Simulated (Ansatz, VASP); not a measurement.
# C: VASP beside Ansatz

The input INCAR:

```
SYSTEM = C
PREC     = Accurate       ! precision mode
ENCUT    = 600            ! plane-wave cutoff, eV
EDIFF    = 1E-6           ! SCF threshold, eV
ISMEAR   = 0              ! smearing method
SIGMA    = 0.1            ! smearing width, eV
LREAL    = .FALSE.        ! projectors in reciprocal space
LASPH    = .TRUE.         ! aspherical terms in the spheres
NELM     = 80             ! most SCF steps
ALGO     = Normal         ! electronic algorithm
ISIF     = 3              ! what is computed and relaxed
LWAVE    = .FALSE.        ! write WAVECAR
LCHARG   = .FALSE.        ! write CHGCAR
GGA      = PE             ! functional
IBRION   = 2              ! ionic algorithm
NSW      = 90             ! ionic steps
EDIFFG   = -0.04          ! ionic threshold
```

File KPOINTS:

```
Automatic mesh
0
G
  4 4 8
  0 0 0
```

File POSCAR:

```
C
1.0
    2.4606645800     -3.6051768600      0.0000000000
    2.4606645800      3.6051768600      0.0000000000
    0.0000000000      0.0000000000      2.3696127400
C
8
Direct
    0.5864487000      0.4135513000      0.8372320400
    0.9135513000      0.0864487000      0.3372320400
    0.4407457600      0.0592542400      0.7500000000
    0.0592542400      0.4407457600      0.2500000000
    0.5592542400      0.9407457600      0.2500000000
    0.9407457600      0.5592542400      0.7500000000
    0.0864487000      0.9135513000      0.6627679600
    0.4135513000      0.5864487000      0.1627679600
```

Input for Ansatz:

```yaml
crystal:
  lattice:
    - [2.46066458, -3.60517686, 0.0]
    - [2.46066458, 3.60517686, 0.0]
    - [0.0, 0.0, 2.36961274]
  atoms:
    - { symbol: C, position: [0.5864487, 0.4135513, 0.83723204] }
    - { symbol: C, position: [0.9135513, 0.0864487, 0.33723204] }
    - { symbol: C, position: [0.44074576, 0.05925424, 0.75] }
    - { symbol: C, position: [0.05925424, 0.44074576, 0.25] }
    - { symbol: C, position: [0.55925424, 0.94074576, 0.25] }
    - { symbol: C, position: [0.94074576, 0.55925424, 0.75] }
    - { symbol: C, position: [0.0864487, 0.9135513, 0.66276796] }
    - { symbol: C, position: [0.4135513, 0.5864487, 0.16276796] }
basis:
  ecutwfc: 420
kpoints:
  mp_grid: { grid: [4, 4, 8] }
hamiltonian:
  xc: pbe
scf:
  occupations: { method: gaussian, width: 0.1 }
  lower_state_search: "off"
output:
  forces: true
  stress: true
  eigenvalues: true
relax:
  adjacent_minimum: "off"
  f_tol: 0.04
  max_steps: 70
  cell: { stress_tol: 0.4 }
```

Alike in both runs: task relaxation of cell and atoms; functional PBE; k mesh 4 × 4 × 8; occupations gaussian, width 0.1 eV; no spin polarisation.

```csv
,VASP,Ansatz
version,VASP 6.6.1,Ansatz 0.2.0
potentials or method,"VASP PAW PBE potentials, release 64 (C), cutoff 600 eV","scalar-relativistic, plane waves, PAW"
valence electrons in the cell,32,32
```

|  | VASP | Ansatz | Ansatz less VASP |
| --- | --- | --- | --- |
| gap on the k mesh at the Fermi level, each at its own relaxed structure (eV) | 4.12 | 4.13 | +0.012 |
| relaxed volume (Å³/atom) | 5.70 | 5.69 | -0.003 |
| relaxed cell length with the largest relative difference (Å) | 2.527 | 2.526 | -0.0010 |
